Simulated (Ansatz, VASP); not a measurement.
BeAu2S2: VASP beside Ansatz

```
CELL_PARAMETERS angstrom
4.19406 0.00000 0.00000
0.00000 4.19406 0.00000
0.00000 0.00000 7.08840
ATOMIC_POSITIONS crystal
Be 0.00000 0.00000 0.50000
S 0.00000 0.00000 0.76699
S 0.00000 0.00000 0.23301
Au 0.50000 0.00000 0.00000
Au 0.00000 0.50000 0.00000
```

Alike in both runs: task single point; functional PBE; k mesh 4 × 4 × 4; occupations gaussian, width 0.1 eV; collinear spin.

|  | VASP | Ansatz |
| --- | --- | --- |
| version | VASP 6.6.1 | Ansatz 0.2.0 |
| potentials or method | VASP PAW PBE potentials, release 64 (Be, S, Au), cutoff 520 eV | scalar-relativistic, plane waves, PAW |
| valence electrons in the cell | 36 | 52 |

Ansatz gave:

- gap on the k mesh at the Fermi level (eV): none
- pressure (GPa): 0.3
- traceless stress, the component that is largest in VASP (GPa): -0.22
- rms of the force components (eV/Å): 0.013
- net moment per atom (μB): 0.00

Problem. Which values does VASP return?

Solution. gap on the k mesh at the Fermi level (eV): none; pressure (GPa): 0.2; traceless stress, the component that is largest in VASP (GPa): -0.26; rms of the force components (eV/Å): 0.011; net moment per atom (μB): 0.00.

Atom by atom the forces differ by 0.001 eV/Å (rms over components). A gap of «none» marks a metal or a gap that the smearing closes. VASP's potentials hold 36 valence electrons a cell and Ansatz's 52, so a difference there can come from the potentials and not from the codes. Ansatz's warnings: seeded moment not kept.

The k mesh is coarse, so the values compare programs but aren't converged. Spin-orbit coupling is off throughout.
